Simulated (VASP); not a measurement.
# CoO (R-3m) in VASP: further runs, part 3 of 3

VASP 6.6.1.

## (5) Single point, PBEsol, collinear spin, ferromagnetic start

INCAR reads:

```
  PREC = Accurate
  ENCUT = 520
  EDIFF = 1E-6
  ISMEAR = -1
  SIGMA = 0.05
  LREAL = F
  LASPH = T
  NELM = 150
  ALGO = Normal
  ISIF = 2
  LWAVE = F
  LCHARG = F
  ISPIN = 2
  MAGMOM = 0.5 0
  LORBIT = 11
  NUPDOWN = 0.5
  LMAXMIX = 4
  GGA = PS
  NBANDS = 18
```

KPOINTS reads:

```
Automatic mesh
0
Gamma
  9 9 9
```

POSCAR reads:

```
CoO
1.0
    1.5054695445      0.8691832468      2.4399269062
   -1.5054695445      0.8691832468      2.4399269062
    0.0000000000     -1.7383664936      2.4399269062
Co O
1 1
Direct
    0.0000000000      0.0000000000      0.0000000000
    0.5000000000      0.5000000000      0.5000000000
```

Potentials or basis: VASP PAW PBE potentials, release 64 (Co, O).

Command:

```bash
cat potpaw_PBE.64/Co/POTCAR potpaw_PBE.64/O/POTCAR > POTCAR
mpirun -np 1 vasp_std > vasp.out
```

OUTCAR:

```text
PREC = Accurate
   ENCUT = 520
   EDIFF = 1E-6
   ISMEAR = -1
   LREAL = F
   LASPH = T
   NELM = 150
   ISIF = 2
   ISPIN = 2
   LORBIT = 11
   NUPDOWN = 0.5
   GGA = PS

 ion  position               nearest neighbor table
   1  0.000  0.000  0.000-   2 2.12   2 2.12   2 2.12   2 2.12   2 2.12   2 2.12
   2  0.500  0.500  0.500-   1 2.12   1 2.12   1 2.12   1 2.12   1 2.12   1 2.12

  LATTYP: Found a trigonal (rhomboedric) cell.
 ALAT       =     2.9958573687
 COS(alpha) =     0.4949531368

  Lattice vectors:

 A1 = (   1.5054695445,   0.8691832468,   2.4399269062)
 A2 = (  -1.5054695445,   0.8691832468,   2.4399269062)
 A3 = (   0.0000000000,  -1.7383664936,   2.4399269062)

Analysis of symmetry for initial positions (statically):
=====================================================================
 Subroutine PRICEL returns:
 Original cell was already a primitive cell.

 Routine SETGRP: Setting up the symmetry group for a
 trigonal (rhombohedral) supercell.

 Subroutine GETGRP returns: Found 12 space group operations
 (whereof 12 operations were pure point group operations)
 out of a pool of 12 trial point group operations.

The static configuration has the point symmetry D_3d.

Analysis of symmetry for dynamics (positions and initial velocities):
=====================================================================
 Subroutine PRICEL returns:
 Original cell was already a primitive cell.

 Routine SETGRP: Setting up the symmetry group for a
 trigonal (rhombohedral) supercell.

 Subroutine GETGRP returns: Found 12 space group operations
 (whereof 12 operations were pure point group operations)
 out of a pool of 12 trial point group operations.

The dynamic configuration has the point symmetry D_3d.

Analysis of structural, dynamic, and magnetic symmetry:
=====================================================================
 Subroutine PRICEL returns:
 Original cell was already a primitive cell.

 Routine SETGRP: Setting up the symmetry group for a
 trigonal (rhombohedral) supercell.

 Subroutine GETGRP returns: Found 12 space group operations
 (whereof 12 operations were pure point group operations)
 out of a pool of 12 trial point group operations.

The overall configuration has the point symmetry D_3d.

 Subroutine INISYM returns: Found 12 space group operations
 (whereof 12 operations are pure point group operations),
 and found     1 'primitive' translations

----------------------------------------------------------------------------------------

                                     Primitive cell

  volume of cell :      19.1563

  direct lattice vectors                    reciprocal lattice vectors
     1.505469544  0.869183247  2.439926906     0.332122295  0.191750896  0.136616114
    -1.505469544  0.869183247  2.439926906    -0.332122295  0.191750896  0.136616114
     0.000000000 -1.738366494  2.439926906     0.000000000 -0.383501793  0.136616114

  length of vectors
     2.995857369  2.995857369  2.995857369     0.407108816  0.407108816  0.407108816

  position of ions in fractional coordinates (direct lattice)
     0.000000000  0.000000000  0.000000000
     0.500000000  0.500000000  0.500000000
[... 67 lines left out ...]
 SYSTEM =  unknown system
   PREC   = accura    normal or accurate (medium, high low for compatibility)
   ISTART =      0    job   : 0-new  1-cont  2-samecut
   ICHARG =      2    charge: 1-file 2-atom 10-const
   ISPIN  =      2    spin polarized calculation?
   LNONCOLLINEAR =      F non collinear calculations
   LSORBIT =      F    spin-orbit coupling
   LASPH  =      T    aspherical Exc in radial PAW
   ENCUT  =  520.0 eV  38.22 Ry    6.18 a.u.   5.57  5.57  5.57*2*pi/ulx,y,z
   NELM   =    150;   NELMIN=  2; NELMDL= -5     # of ELM steps
   EDIFF  = 0.1E-05   stopping-criterion for ELM
   LREAL  =      F    real-space projection
   EDIFFG = 0.1E-04   stopping-criterion for IOM
   NSW    =      0    number of steps for IOM
   IBRION =     -1    ionic relax: 0-MD 1-quasi-New 2-CG
   NFREE  =      0    steps in history (QN), initial steepest desc. (CG)
   ISIF   =      2    stress and relaxation
   ISYM   =      2    0-nonsym 1-usesym 2-fastsym
   POTIM  = 0.5000    time-step for ionic-motion
   TEBEG  =    0.0;   TEEND  =   0.0 temperature during run
   PSTRESS=    0.0 pullay stress
   NELECT =      15.0000    total number of electrons
   NUPDOWN=       0.5000    fix difference up-down
   EMIN   =  10.00;   EMAX   =-10.00  energy-range for DOS
   EFERMI =   0.00;   METHOD = LEGACY
   ISMEAR =    -1;   SIGMA  =   0.05  broadening in eV -4-tet -1-fermi 0-gaus
   EFERMI_NEDOS =   21; number of points for ismear=-14 and -15
   IALGO  =     38    algorithm
   IMIX   =      4    mixing-type and parameters
     AMIX     =   0.40;   BMIX     =  1.00
     AMIX_MAG =   1.60;   BMIX_MAG =  1.00
  volume/ion in A,a.u.               =       9.58        64.64
  Fermi-wavevector in a.u.,A,eV,Ry     =   1.508927  2.851458 30.978555  2.276860
  Thomas-Fermi vector in A             =   2.619316
   LORBIT       =     11    0 simple, 1 ext, 2 COOP (PROOUT), +10 PAW based schemes
   GGA     = PS    functional components
   LHFCALC =     F    Hartree Fock is set to
   AEXX    =    0.0000 exact exchange contribution
   IVDW    =     0    specifies the selected vdW correction
   LEPSILON=     F    determine dielectric tensor
   LRPA    =     F    only Hartree local field effects (RPA)
 spin polarized calculation
  energy-cutoff  :      520.00
  volume of cell :       19.16
 maximum number of plane-waves:       534
 NGX is ok and might be reduce to    24
   NGX = 11   NGY = 11   NGZ = 11

 number of electron      15.0000006 magnetization       0.5000000

 Free energy of the ion-electron system (eV)
  ---------------------------------------------------
  ext. energy  EPLUGINS =         0.00000000
  ---------------------------------------------------
  free energy    TOTEN  =       -13.55177445 eV

  energy without entropy =      -13.51804247  energy(sigma->0) =      -13.53490846

 E-fermi :   7.8051     XC(G=0): -12.7270

 val. band max:        7.7808105086   @ k =   0.4444   0.3333   0.1111
 cond. band min:       7.5597248201   @ k =  -0.1111   0.1111   0.0000
 fundamental gap:     -0.2210856885
 Fermi energy:         7.5166271771

 spin component 1

 k-point     1 :       0.0000    0.0000    0.0000
  band No.  band energies     occupation
      1     -12.6375      1.00000
      2       4.3331      1.00000
      3       4.3331      1.00000
      4       4.3809      1.00000
      5       6.1596      1.00000
      6       6.1596      1.00000
[... 493 lines left out ...]
     17      39.1864      0.00000
     18      39.2262      0.00000

 [... further k-points ...]

 spin component 2

 k-point     1 :       0.0000    0.0000    0.0000
  band No.  band energies     occupation
      1     -12.6366      1.00000
      2       4.3256      1.00000
      3       4.3256      1.00000
      4       4.3729      1.00000
      5       6.4494      1.00000
      6       6.4494      1.00000
[... 493 lines left out ...]
     17      39.1958      0.00000
     18      39.2349      0.00000

 [... further k-points ...]

------------------------ aborting loop because EDIFF is reached ----------------------------------------

  FORCE on cell =-STRESS in cart. coord.  units (eV):
  Direction    XX          YY          ZZ          XY          YZ          ZX
  --------------------------------------------------------------------------------------
  -------------------------------------------------------------------------------------
  Total       -3.1892344     -3.1892344     -3.1381409      0.0000000      0.0000000      0.0000000
  in kB     -266.7384531   -266.7384531   -262.4651459      0.0000000      0.0000000      0.0000000
  external PRESSURE =    -265.3140173 kB  Pullay stress =       0.0000000 kB

 VOLUME and BASIS-vectors are now :
 -----------------------------------------------------------------------------
  energy-cutoff  :      520.00
  volume of cell :       19.16
      direct lattice vectors                 reciprocal lattice vectors
     1.505469544  0.869183247  2.439926906     0.332122295  0.191750896  0.136616114
    -1.505469544  0.869183247  2.439926906    -0.332122295  0.191750896  0.136616114
     0.000000000 -1.738366494  2.439926906     0.000000000 -0.383501793  0.136616114

 POSITION                                       TOTAL-FORCE (eV/Angst)
 -----------------------------------------------------------------------------------
      0.00000      0.00000      0.00000         0.000000      0.000000      0.000000
      0.00000      0.00000      3.65989        -0.000000     -0.000000      0.000000
 -----------------------------------------------------------------------------------
    total drift:                               -0.000000      0.000000     -0.000000

  FREE ENERGIE OF THE ION-ELECTRON SYSTEM (eV)
  ---------------------------------------------------
  free  energy   TOTEN  =       -13.5517744501 eV

  energy  without entropy=      -13.5180424664  energy(sigma->0) =      -13.53490846

 total charge

# of ion       s       p       d       tot
------------------------------------------
    1        0.279   0.334   7.313   7.925
    2        1.555   3.337   0.000   4.892
--------------------------------------------------
tot          1.834   3.671   7.313  12.818

 magnetization (x)

# of ion       s       p       d       tot
------------------------------------------
    1        0.008   0.004   0.493   0.505
    2        0.013  -0.024   0.000  -0.011
--------------------------------------------------
tot          0.020  -0.020   0.493   0.494
```

Wall time 24 s (1 thread of Intel Xeon 6975P-C (Granite Rapids), shared host); peak memory 0.18 GiB.

Results:

* Free energy: -13.5518 eV
* Pressure: -26.5 GPa
* Net moment: 0.50 μB per cell
* Site moments: Co +0.51; O -0.01 μB
* Valence electrons inside the program's atomic spheres: Co 7.92; O 4.89

Caveat: the cell stands under tension; the PAW data sets were made with another functional, which shifts forces and pressure a little; the total moment is fixed, so each spin has its own Fermi level; a cell with one magnetic atom can't hold antiferromagnetic order, which such compounds often take.

## (6) Single point, PBEsol, collinear spin, ferromagnetic start

INCAR reads:

```
PREC = Accurate
ENCUT = 520
EDIFF = 1E-6
ISMEAR = -1
SIGMA = 0.05
LREAL = F
LASPH = T
NELM = 150
ALGO = Normal
ISIF = 2
LWAVE = F
LCHARG = F
ISPIN = 2
MAGMOM = 1 0
LORBIT = 11
NUPDOWN = 1.0
LMAXMIX = 4
GGA = PS
NBANDS = 18
```

KPOINTS is that of step 5.

POSCAR is that of step 5.

Potentials or basis: VASP PAW PBE potentials, release 64 (Co, O).

Command:

```bash
cat potpaw_PBE.64/Co/POTCAR potpaw_PBE.64/O/POTCAR > POTCAR
mpirun -np 1 vasp_std > vasp.out
```

It took 21 s on 1 thread of Intel Xeon 6975P-C (Granite Rapids), shared host; peak memory 0.18 GiB.

It converged, with:

```
Free energy                                           : -13.6442 eV
Pressure                                              : -24.7 GPa
Net moment                                            : 1.00 μB per cell
Site moments                                          : Co +0.99; O -0.00 μB
Valence electrons inside the program's atomic spheres : Co 7.91; O 4.90
```

Stress tensor (GPa, compression positive):
```
-24.85   0.00   0.00
  0.00 -24.85   0.00
  0.00   0.00 -24.43
```

Caveat: the cell stands under tension; the PAW data sets were made with another functional, which shifts forces and pressure a little; the total moment is fixed, so each spin has its own Fermi level; a cell with one magnetic atom can't hold antiferromagnetic order, which such compounds often take.

## (7) Summary

```csv
level,potentials or basis,spin,fixed moment (μB),k mesh,cutoff (eV),pressure (GPa),moment (μB)
PBE,"VASP PAW PBE potentials, release 64 (Co_sv, O)","collinear, ferromagnetic start",1.0,9 × 9 × 9,600,-16.2,1.00
PBEsol,"VASP PAW PBE potentials, release 64 (Co, O)",off,-,11 × 11 × 11,520,-27.1,-
PBEsol,"VASP PAW PBE potentials, release 64 (Co, O)","collinear, zero start",0.0,9 × 9 × 9,520,-27.3,0.00
PBEsol,"VASP PAW PBE potentials, release 64 (Co, O)","collinear, ferromagnetic start",0.5,9 × 9 × 9,520,-26.5,0.50
PBEsol,"VASP PAW PBE potentials, release 64 (Co, O)","collinear, ferromagnetic start",1.0,9 × 9 × 9,520,-24.7,1.00
```

Alike in all rows: task single point; cell as given; smearing fermi-dirac 0.05 eV.

Caveats: the cell stands under tension; the total moment is fixed, so each spin has its own Fermi level (at least some runs); the PAW data sets were made with another functional, which shifts forces and pressure a little (at least some runs); a cell with one magnetic atom can't hold antiferromagnetic order, which such compounds often take (at least some runs); an odd number of electrons without spin polarisation forces a metal (at least some runs); a magnetic or distorted state may lie lower (at least some runs); semilocal functionals often make such compounds metallic where correlation or magnetic order opens a gap, which also shifts bond lengths (at least some runs).

Total energies depend on the potentials used, so only differences within one code and one set of settings carry meaning.
